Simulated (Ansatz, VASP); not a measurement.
One calculation of Os3Au, two programs

```xyz
4
Lattice="2.9348 0.0000 0.0000 0.0000 4.1030 0.0000 0.0000 0.0000 5.7512" Properties=species:S:1:pos:R:3 pbc="T T T"
Os    0.0000    0.0000    2.8756
Os    1.4674    2.0515    4.3360
Os    1.4674    2.0515    1.4152
Au    0.0000    0.0000    0.0000
```

Change from the starting cell: species swapped into the Mn3Fe type (Pmmm, No. 47).

Alike in both runs: task relaxation of cell and atoms; functional PBE; k mesh 7 × 5 × 4; occupations gaussian, width 0.2 eV; no spin polarisation.

```csv
,VASP,Ansatz
version,VASP 6.6.1,Ansatz 0.2.0
potentials or method,"VASP PAW PBE potentials, release 64 (Os, Au), cutoff 600 eV","scalar-relativistic, plane waves, PAW"
valence electrons in the cell,35,67
```

Ansatz gave:

- gap on the k mesh at the Fermi level, each at its own relaxed structure (eV): none
- relaxed volume (Å³/atom): 15.08
- relaxed cell length with the largest relative difference (Å): 5.573

Q: Which values does VASP return?

A: gap on the k mesh at the Fermi level, each at its own relaxed structure (eV): none; relaxed volume (Å³/atom): 15.09; relaxed cell length with the largest relative difference (Å): 5.585.

A gap of «none» marks a metal or a gap that the smearing closes. VASP's potentials hold 35 valence electrons a cell and Ansatz's 67, so a difference there can come from the potentials and not from the codes.

Spin-orbit coupling is off throughout.
